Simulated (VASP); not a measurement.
Wanted: the native input for a VASP 6.6.1 run.

```yaml
Task: single point
Functional: PBE
Potentials_or_basis: VASP PAW PBE potentials, release 64 (Si, Ge_d)
Cutoff: 520 eV
k_mesh: 12 × 12 × 4
Occupations: fermi-dirac, width 0.02 eV
Spin: no spin polarisation
Dipole_correction: no
Further_INCAR_settings: ALGO = Normal; EDIFF = 1e-07; NBANDS = 46
```

The structure of SiGe5 lies in POSCAR:

```
SiGe5
1.0
    4.0337014302      0.0000000000      0.0000000000
   -2.0168507151      3.4932879098      0.0000000000
    0.0000000000      0.0000000000      9.8813366915
Si Ge
1 5
Direct
    0.0000000000      0.0000000000      0.0001388540
    0.6666666667      0.3333333333      0.6685092885
    0.3333333333      0.6666666667      0.3313839637
    0.6666666667      0.3333333333      0.9211499590
    0.3333333333      0.6666666667      0.5831655750
    0.0000000000      0.0000000000      0.2456523599
```

The input as run:

INCAR

```
SYSTEM = SiGe5
ALGO     = Normal         ! electronic algorithm
EDIFF    = 1E-7           ! SCF threshold, eV
ENCUT    = 520            ! plane-wave cutoff, eV
GGA      = PE             ! functional
ISIF     = 2              ! what is computed and relaxed
ISMEAR   = -1             ! smearing method
LASPH    = .TRUE.         ! aspherical terms in the spheres
LCHARG   = .FALSE.        ! write CHGCAR
LREAL    = .FALSE.        ! projectors in reciprocal space
LWAVE    = .FALSE.        ! write WAVECAR
NBANDS   = 46             ! bands
NELM     = 60             ! most SCF steps
PREC     = Accurate       ! precision mode
SIGMA    = 0.02           ! smearing width, eV
```

KPOINTS

```
k-points
0
G
  12 12 4
  0 0 0
```

Potentials or basis: VASP PAW PBE potentials, release 64 (Si, Ge_d).

Launch:

```sh
$ cat potpaw_PBE.64/Si/POTCAR potpaw_PBE.64/Ge_d/POTCAR > POTCAR
$ mpirun -np 1 vasp_std > vasp.out
```

Results of the run:

| Property | Result |
| --- | --- |
| Pressure | -0.1 GPa |
| Largest force | 0.004 eV/Å |
| Band gap on the k mesh | 0.05 eV, direct |

Run time: 4.8 min on 1 thread of Intel(R) Xeon(R) 6975P-C (Granite Rapids), with other jobs on the host, peak memory 0.45 GiB.
